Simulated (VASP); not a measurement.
# Pd (Fm-3m) in VASP: a series of runs

The runs below take Pd through single point, with RPBE, revPBE+D3(BJ).

Everything below comes from runs of VASP 6.6.1. Logs are shortened: lines on timing, memory, paths and dates and some standing lists are left out, and cuts for length are marked.

## Step 1: The cell of the first run

The structure is cubic, space group Fm-3m (No. 225). Conventional cell: a = 3.867 Å, b = 3.867 Å, c = 3.867 Å, α = 90.00°, β = 90.00°, γ = 90.00°. Pd (site symmetry m-3m) has 12 Pd at 2.73 Å within 3.6 Å.

## Step 2: Single point, RPBE

File INCAR:

```
PREC     = Accurate       # precision mode
ENCUT    = 520            # plane-wave cutoff, eV
EDIFF    = 1E-6           # SCF threshold, eV
ISMEAR   = -1             # smearing method
SIGMA    = 0.05           # smearing width, eV
LREAL    = F              # projectors in reciprocal space
LASPH    = T              # aspherical terms in the spheres
NELM     = 60             # most SCF steps
ALGO     = Normal         # electronic algorithm
ISIF     = 2              # what is computed and relaxed
LWAVE    = F              # write WAVECAR
LCHARG   = F              # write CHGCAR
GGA      = RP             # functional
NBANDS   = 11             # bands
```

File KPOINTS:

```
Automatic mesh
0
Gamma
  12 12 12
```

File POSCAR:

```
Pd
1.0
    0.0000000000      1.9334358480      1.9334358480
    1.9334358480      0.0000000000      1.9334358480
    1.9334358480      1.9334358480      0.0000000000
Pd
1
Direct
    0.0000000000      0.0000000000      0.0000000000
```

Potentials or basis: VASP PAW PBE potentials, release 64 (Pd).

The run is started by

```sh
$ cat potpaw_PBE.64/Pd/POTCAR > POTCAR
$ mpirun -np 1 vasp_std > vasp.out
```

OUTCAR:

```text
PREC = Accurate
   ENCUT = 520
   EDIFF = 1E-6
   ISMEAR = -1
   LREAL = F
   LASPH = T
   NELM = 60
   ISIF = 2
   GGA = RP

 ion  position               nearest neighbor table
   1  0.000  0.000  0.000-

  LATTYP: Found a face centered cubic cell.
 ALAT       =     3.8668716960

  Lattice vectors:

 A1 = (   0.0000000000,   1.9334358480,   1.9334358480)
 A2 = (   1.9334358480,   0.0000000000,   1.9334358480)
 A3 = (   1.9334358480,   1.9334358480,   0.0000000000)

Analysis of symmetry for initial positions (statically):
[... 33 lines left out ...]
                                     Primitive cell

  volume of cell :      14.4550

  direct lattice vectors                    reciprocal lattice vectors
     0.000000000  1.933435848  1.933435848    -0.258606977  0.258606977  0.258606977
     1.933435848  0.000000000  1.933435848     0.258606977 -0.258606977  0.258606977
     1.933435848  1.933435848  0.000000000     0.258606977  0.258606977 -0.258606977

  length of vectors
     2.734291198  2.734291198  2.734291198     0.447920423  0.447920423  0.447920423

  position of ions in fractional coordinates (direct lattice)
     0.000000000  0.000000000  0.000000000

  ion indices of the primitive-cell ions
   primitive index   ion index
                 1           1

----------------------------------------------------------------------------------------

 KPOINTS: Automatic mesh

Automatic generation of k-mesh.
 Grid dimensions read from file:
 generate k-points for:   12   12   12

 Generating k-lattice:

  Cartesian coordinates                     Fractional coordinates (reciprocal lattice)
    -0.021550581  0.021550581  0.021550581     0.083333333  0.000000000  0.000000000
     0.021550581 -0.021550581  0.021550581     0.000000000  0.083333333  0.000000000
     0.021550581  0.021550581 -0.021550581     0.000000000  0.000000000  0.083333333

  Length of vectors
     0.037326702  0.037326702  0.037326702

  Shift w.r.t. Gamma in fractional coordinates (k-lattice)
     0.000000000  0.000000000  0.000000000

 Subroutine IBZKPT returns following result:
 ===========================================

 Found     72 irreducible k-points:

 Following reciprocal coordinates:
            Coordinates               Weight
  0.000000  0.000000  0.000000      1.000000
  0.083333  0.000000  0.000000      8.000000
  0.166667  0.000000  0.000000      8.000000
  0.250000  0.000000  0.000000      8.000000
  0.333333  0.000000  0.000000      8.000000
  0.416667  0.000000  0.000000      8.000000
[... 16 lines left out ...]
  0.500000  0.166667  0.000000     24.000000
 -0.416667  0.166667  0.000000     24.000000
 [... further k-points ...]
   k-points           NKPTS =     72   k-points in BZ     NKDIM =     72   number of bands    NBANDS=     11
   number of dos      NEDOS =    301   number of ions     NIONS =      1
   total plane-waves  NPLWV =   8000
   dimension x,y,z NGX =    20 NGY =   20 NGZ =   20
   dimension x,y,z NGXF=    40 NGYF=   40 NGZF=   40
   ions per type =               1
   NGX,Y,Z   is equivalent  to a cutoff of  12.16, 12.16, 12.16 a.u.
   NGXF,Y,Z  is equivalent  to a cutoff of  24.32, 24.32, 24.32 a.u.
 SYSTEM =  unknown system
   PREC   = accura    normal or accurate (medium, high low for compatibility)
   ISTART =      0    job   : 0-new  1-cont  2-samecut
   ICHARG =      2    charge: 1-file 2-atom 10-const
   ISPIN  =      1    spin polarized calculation?
   LNONCOLLINEAR =      F non collinear calculations
   LSORBIT =      F    spin-orbit coupling
   LASPH  =      T    aspherical Exc in radial PAW
   ENCUT  =  520.0 eV  38.22 Ry    6.18 a.u.   5.08  5.08  5.08*2*pi/ulx,y,z
   NELM   =     60;   NELMIN=  2; NELMDL= -5     # of ELM steps
   EDIFF  = 0.1E-05   stopping-criterion for ELM
   LREAL  =      F    real-space projection
   EDIFFG = 0.1E-04   stopping-criterion for IOM
   NSW    =      0    number of steps for IOM
   IBRION =     -1    ionic relax: 0-MD 1-quasi-New 2-CG
   NFREE  =      0    steps in history (QN), initial steepest desc. (CG)
   ISIF   =      2    stress and relaxation
   ISYM   =      2    0-nonsym 1-usesym 2-fastsym
   POTIM  = 0.5000    time-step for ionic-motion
   TEBEG  =    0.0;   TEEND  =   0.0 temperature during run
   PSTRESS=    0.0 pullay stress
   NELECT =      10.0000    total number of electrons
   NUPDOWN=      -1.0000    fix difference up-down
   EMIN   =  10.00;   EMAX   =-10.00  energy-range for DOS
   EFERMI =   0.00;   METHOD = LEGACY
   ISMEAR =    -1;   SIGMA  =   0.05  broadening in eV -4-tet -1-fermi 0-gaus
   EFERMI_NEDOS =   21; number of points for ismear=-14 and -15
   IALGO  =     38    algorithm
   IMIX   =      4    mixing-type and parameters
     AMIX     =   0.40;   BMIX     =  1.00
     AMIX_MAG =   1.60;   BMIX_MAG =  1.00
  volume/ion in A,a.u.               =      14.46        97.55
  Fermi-wavevector in a.u.,A,eV,Ry     =   1.447888  2.736112 28.522990  2.096381
  Thomas-Fermi vector in A             =   2.565792
   LORBIT       =      0    0 simple, 1 ext, 2 COOP (PROOUT), +10 PAW based schemes
   GGA     = RP    functional components
   LHFCALC =     F    Hartree Fock is set to
   AEXX    =    0.0000 exact exchange contribution
   IVDW    =     0    specifies the selected vdW correction
   LEPSILON=     F    determine dielectric tensor
   LRPA    =     F    only Hartree local field effects (RPA)
 non-spin polarized calculation
  energy-cutoff  :      520.00
  volume of cell :       14.46
 maximum number of plane-waves:       399
   NGX = 11   NGY = 11   NGZ = 11

 number of electron      10.0000003 magnetization

 Free energy of the ion-electron system (eV)
  ---------------------------------------------------
  ext. energy  EPLUGINS =         0.00000000
  ---------------------------------------------------
  free energy    TOTEN  =        -4.58160576 eV

  energy without entropy =       -4.56244429  energy(sigma->0) =       -4.57202503

 E-fermi :  10.1955     XC(G=0): -13.2119

 val. band max:       10.1928592350   @ k =  -0.4167   0.4167   0.1667
 cond. band min:      10.1991166873   @ k =  -0.3333   0.4167   0.0833
 fundamental gap:      0.0062574523
 Fermi energy:        10.1954630172

 k-point     1 :       0.0000    0.0000    0.0000
  band No.  band energies     occupation
      1       2.9778      2.00000
      2       7.2938      2.00000
      3       7.2938      2.00000
      4       7.2938      2.00000
      5       8.9492      2.00000
      6       8.9492      2.00000
      7      27.4279      0.00000
      8      32.3511      0.00000
      9      32.3511      0.00000
     10      32.3511      0.00000
     11      36.4033      0.00000

 k-point     2 :       0.0833    0.0000    0.0000
  band No.  band energies     occupation
      1       3.2324      2.00000
      2       7.2051      2.00000
      3       7.3810      2.00000
      4       7.3810      2.00000
      5       8.9088      2.00000
      6       8.9088      2.00000
      7      27.6954      0.00000
      8      30.8487      0.00000
      9      32.6526      0.00000
     10      32.6526      0.00000
     11      36.4498      0.00000

 k-point     3 :       0.1667    0.0000    0.0000
  band No.  band energies     occupation
      1       3.9188      2.00000
      2       7.0537      2.00000
      3       7.5571      2.00000
      4       7.5571      2.00000
      5       8.8816      2.00000
      6       8.8816      2.00000
      7      27.6364      0.00000
      8      28.7907      0.00000
      9      33.4453      0.00000
     10      33.4453      0.00000
     11      36.5863      0.00000

 k-point     4 :       0.2500    0.0000    0.0000
  band No.  band energies     occupation
      1       4.6700      2.00000
      2       7.2767      2.00000
      3       7.5928      2.00000
      4       7.5928      2.00000
      5       9.1031      2.00000
      6       9.1031      2.00000
      7      24.9552      0.00000
      8      28.5211      0.00000
      9      34.1838      0.00000
     10      34.1838      0.00000
     11      36.2286      0.00000

 k-point     5 :       0.3333    0.0000    0.0000
  band No.  band energies     occupation
      1       4.9091      2.00000
      2       7.4512      2.00000
      3       7.4512      2.00000
      4       8.4635      2.00000
      5       9.5711      1.99999
      6       9.5711      1.99999
      7      21.8941      0.00000
      8      27.7604      0.00000
      9      33.3534      0.00000
     10      33.3534      0.00000
     11      36.8637      0.00000
[... 211 lines left out ...]
 k-point    21 :       0.3333    0.1667    0.0000
  band No.  band energies     occupation
      1       5.3827      2.00000
      2       6.4756      2.00000
      3       7.4809      2.00000
      4       8.1603      2.00000
      5       9.7862      1.99944
      6       9.8147      1.99902
      7      24.4185      0.00000
      8      28.5898      0.00000
      9      29.4169      0.00000
     10      31.5703      0.00000
     11      36.2950      0.00000

 k-point    22 :       0.4167    0.1667    0.0000
  band No.  band energies     occupation
      1       5.3972      2.00000
      2       6.8540      2.00000
      3       7.4869      2.00000
      4       8.0161      2.00000
      5      10.1435      1.47716
      6      11.4519      0.00000
      7      21.2339      0.00000
      8      27.5968      0.00000
      9      29.0676      0.00000
     10      30.8226      0.00000
     11      36.4588      0.00000

 k-point    23 :       0.5000    0.1667    0.0000
  band No.  band energies     occupation
      1       5.3560      2.00000
      2       6.7912      2.00000
      3       7.8651      2.00000
      4       8.0255      2.00000
      5      10.2338      0.63428
      6      13.3510      0.00000
      7      18.5123      0.00000
      8      26.7676      0.00000
      9      29.3316      0.00000
     10      29.8159      0.00000
     11      36.4650      0.00000

 k-point    24 :      -0.4167    0.1667    0.0000
  band No.  band energies     occupation
      1       5.4102      2.00000
      2       6.7988      2.00000
      3       7.7934      2.00000
      4       8.2328      2.00000
      5       9.9561      1.98347
      6      13.9071      0.00000
      7      18.0086      0.00000
      8      26.2246      0.00000
      9      29.2738      0.00000
     10      30.4026      0.00000
     11      36.4615      0.00000

 [... further k-points ...]
[... 5 lines left out ...]
  --------------------------------------------------------------------------------------
  -------------------------------------------------------------------------------------
  Total        1.4282186      1.4282186      1.4282186      0.0000000      0.0000000      0.0000000
  in kB      158.3018436    158.3018436    158.3018436      0.0000000      0.0000000      0.0000000
  external PRESSURE =     158.3018436 kB  Pullay stress =       0.0000000 kB

 VOLUME and BASIS-vectors are now :
 -----------------------------------------------------------------------------
  energy-cutoff  :      520.00
  volume of cell :       14.46
      direct lattice vectors                 reciprocal lattice vectors
     0.000000000  1.933435848  1.933435848    -0.258606977  0.258606977  0.258606977
     1.933435848  0.000000000  1.933435848     0.258606977 -0.258606977  0.258606977
     1.933435848  1.933435848  0.000000000     0.258606977  0.258606977 -0.258606977

 POSITION                                       TOTAL-FORCE (eV/Angst)
 -----------------------------------------------------------------------------------
      0.00000      0.00000      0.00000        -0.000000     -0.000000     -0.000000
 -----------------------------------------------------------------------------------
    total drift:                               -0.000000     -0.000000     -0.000000

  FREE ENERGIE OF THE ION-ELECTRON SYSTEM (eV)
  ---------------------------------------------------
  free  energy   TOTEN  =        -4.5816057636 eV

  energy  without entropy=       -4.5624442921  energy(sigma->0) =       -4.57202503
```

Run time: 12 s. Hardware: 1 thread of AMD EPYC 7R43 (Zen 3), shared host; peak memory 0.09 GiB.

What came out:

| Quantity | Value |
| --- | --- |
| Free energy | -4.5816 eV |
| Pressure | 15.8 GPa |
| Band gap on the k mesh | zero (band 5 reaches 10.52 eV, above the bottom of band 6 at 8.88 eV) |

Caveat: the PAW data sets were made with another functional, which shifts forces and pressure a little.

## Step 3: Single point, RPBE

This run uses another cell than the first one, of 14.75 Å³/atom, 1.020 times its volume.

File INCAR:

```
  PREC = Accurate
  ENCUT = 520
  EDIFF = 1E-6
  ISMEAR = -1
  SIGMA = 0.05
  LREAL = F
  LASPH = T
  NELM = 100
  ALGO = Normal
  ISIF = 2
  LWAVE = F
  LCHARG = T
  GGA = RP
  LELF = T
  LVHAR = T
  NBANDS = 11
```

File KPOINTS:

```
regular mesh
0
Gamma
  12 12 12
```

File POSCAR:

```
Pd
1.0
    0.0000000000      1.9465000000      1.9465000000
    1.9465000000      0.0000000000      1.9465000000
    1.9465000000      1.9465000000      0.0000000000
Pd
1
Direct
    0.0000000000      0.0000000000      0.0000000000
```

Potentials or basis: VASP PAW PBE potentials, release 64 (Pd).

The run is started by

```sh
$ cat potpaw_PBE.64/Pd/POTCAR > POTCAR
$ mpirun -np 1 vasp_std > vasp.out
```

Run time: 15 s. Hardware: 1 thread of AMD EPYC 7R43 (Zen 3), shared host; peak memory 0.09 GiB.

The run converged. Its results:

```yaml
Free_energy: -4.6068 eV
Pressure: 11.4 GPa
Band_gap_on_the_k_mesh: zero (band 5 reaches 10.16 eV, above the bottom of band 6 at 8.58 eV)
```

Levels at points of the mesh, in eV from the Fermi level:
```csv
k point,band 3,band 4,band 5,band 6,band 7,band 8
"(0.00, 0.00, 0.00)",-2.81,-2.81,-1.21,-1.21,17.22,22.03
"(0.50, 0.00, 0.00)",-2.86,-0.01,-0.01,1.08,7.39,16.58
"(0.50, 0.50, 0.00)",-0.04,0.31,0.31,3.42,10.84,13.29
```

Caveat: the PAW data sets were made with another functional, which shifts forces and pressure a little.

## Step 4: Single point, revPBE+D3(BJ)

This run uses another cell than the first one, of 14.16 Å³/atom, 0.980 times its volume.

File INCAR:

```
SYSTEM = Pd
PREC = Accurate
ENCUT = 520
EDIFF = 1E-7
ISMEAR = -1
SIGMA = 0.05
LREAL = .FALSE.
LASPH = .TRUE.
NELM = 80
ALGO = Fast
ISIF = 2
LWAVE = .FALSE.
LCHARG = .TRUE.
GGA = RE
IVDW = 12
LELF = .TRUE.
LVHAR = .TRUE.
NBANDS = 11
```

File KPOINTS:

```
Automatic mesh
0
G
  12 12 12
  0 0 0
```

File POSCAR:

```
Pd
1.0
    0.0000000000      1.9201927211      1.9201927211
    1.9201927211      0.0000000000      1.9201927211
    1.9201927211      1.9201927211      0.0000000000
Pd
1
Direct
    0.0000000000      0.0000000000      0.0000000000
```

Potentials or basis: VASP PAW PBE potentials, release 64 (Pd).

The run is started by

```sh
$ cat potpaw_PBE.64/Pd/POTCAR > POTCAR
$ mpirun -np 1 vasp_std > vasp.out
```

OUTCAR:

```text
SYSTEM = Pd
   PREC = Accurate
   ENCUT = 520
   EDIFF = 1E-7
   ISMEAR = -1
   LREAL = .FALSE.
   LASPH = .TRUE.
   NELM = 80
   ISIF = 2
   GGA = RE
   IVDW = 12
 IVDW          = 12

 ion  position               nearest neighbor table
   1  0.000  0.000  0.000-

  LATTYP: Found a face centered cubic cell.
 ALAT       =     3.8403854422

  Lattice vectors:

 A1 = (   0.0000000000,   1.9201927211,   1.9201927211)
[... 515 lines left out ...]
     10      30.9505      0.00000
     11      38.4230      0.00000

 [... further k-points ...]

------------------------ aborting loop because EDIFF is reached ----------------------------------------

 Edisp (eV)   -1.33116

 E8    (eV) :    -0.9383

  FORCE on cell =-STRESS in cart. coord.  units (eV):
  Direction    XX          YY          ZZ          XY          YZ          ZX
  --------------------------------------------------------------------------------------
  -------------------------------------------------------------------------------------
  Total       0.31683     0.31683     0.31683    -0.00000     0.00000     0.00000
  in kB      35.84812    35.84812    35.84812    -0.00000     0.00000     0.00000
  external pressure =       35.85 kB  Pullay stress =        0.00 kB

 VOLUME and BASIS-vectors are now :
 -----------------------------------------------------------------------------
  energy-cutoff  :      520.00
  volume of cell :       14.16
      direct lattice vectors                 reciprocal lattice vectors
     0.000000000  1.920192721  1.920192721    -0.260390530  0.260390530  0.260390530
     1.920192721  0.000000000  1.920192721     0.260390530 -0.260390530  0.260390530
     1.920192721  1.920192721  0.000000000     0.260390530  0.260390530 -0.260390530

 POSITION                                       TOTAL-FORCE (eV/Angst)
 -----------------------------------------------------------------------------------
      0.00000      0.00000      0.00000         0.000000      0.000000      0.000000
 -----------------------------------------------------------------------------------
    total drift:                               -0.000000     -0.000000     -0.000000

  FREE ENERGIE OF THE ION-ELECTRON SYSTEM (eV)
  ---------------------------------------------------
  free  energy   TOTEN  =        -6.0096057796 eV

  energy  without entropy=       -5.9909483023  energy(sigma->0) =       -6.00027704
```

Run time: 22 s. Hardware: 1 thread of AMD EPYC 7R43 (Zen 3), shared host; peak memory 0.1 GiB.

What came out:

| Property | Result |
| --- | --- |
| Free energy | -6.0096 eV |
| Pressure | 3.6 GPa |
| Band gap on the k mesh | zero (band 5 reaches 10.86 eV, above the bottom of band 6 at 9.17 eV) |
| Dispersion energy per atom | -1.331 eV |

Levels at points of the mesh, in eV from the Fermi level:
```csv
k point,band 2,band 3,band 4,band 5,band 6,band 7,band 8,band 9
"(0.00, 0.00, 0.00)",-3.00,-3.00,-3.00,-1.29,-1.29,17.24,22.27,22.27
"(0.50, 0.00, 0.00)",-3.06,-3.06,0.00,0.00,0.99,7.71,16.61,21.58
"(0.50, 0.50, 0.00)",-5.41,-0.03,0.33,0.33,3.41,11.26,13.51,13.51
```

Caveat: the PAW data sets were made with another functional, which shifts forces and pressure a little; pairwise dispersion overbinds metals, which lowers pressure and volume.

[end of part 1 of 2]
